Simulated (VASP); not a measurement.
Set up this calculation in VASP 6.6.1, as the native input.

```yaml
Task: single point
Functional: LDA
Potentials_or_basis: VASP PAW LDA potentials, release 64 (Pt, Se)
Cutoff: 520 eV
k_mesh: 12 × 12 × 8
Occupations: fermi-dirac, width 0.15 eV
Spin: no spin polarisation
Dipole_correction: no
Further_INCAR_settings: ALGO = Normal; EDIFF = 1e-06; NBANDS = 18
```

The structure of PtSe2 lies in POSCAR:

```
PtSe2
1.0
    3.7414042294      0.0000000000      0.0000000000
   -1.8707021147      3.2401511085      0.0000000000
    0.0000000000      0.0000000000      4.7642008436
Pt Se
1 2
Direct
    0.0000000000      0.0000000000      0.0000000000
    0.3333333333      0.6666666667      0.2647678363
    0.6666666667      0.3333333333      0.7352321637
```

One way to write it, as run:

INCAR

```
PREC = Accurate
ENCUT = 520
EDIFF = 1E-6
ISMEAR = -1
SIGMA = 0.15
LREAL = False
LASPH = True
NELM = 80
ALGO = Normal
ISIF = 2
LWAVE = False
LCHARG = False
NBANDS = 18
```

KPOINTS

```
regular mesh
0
Gamma
  12 12 8
```

Potentials or basis: VASP PAW LDA potentials, release 64 (Pt, Se).

Command:

```sh
$ cat potpaw_LDA.64/Pt/POTCAR potpaw_LDA.64/Se/POTCAR > POTCAR
$ mpirun -np 1 vasp_std > vasp.out
```

Results of the run:

```
Pressure               : 0.4 GPa
Largest force          : 0.050 eV/Å
Band gap on the k mesh : zero (band 11 reaches 7.92 eV, above the bottom of band 12 at 7.03 eV)
```

Caveat: spin-orbit coupling is left out, which moves the levels of the heavy elements.

It took 2.2 min on 1 thread of Intel(R) Xeon(R) Platinum 8259CL CPU @ 2.50GHz (Skylake/Cascade Lake), with other jobs on the host, peak memory 0.25 GiB.
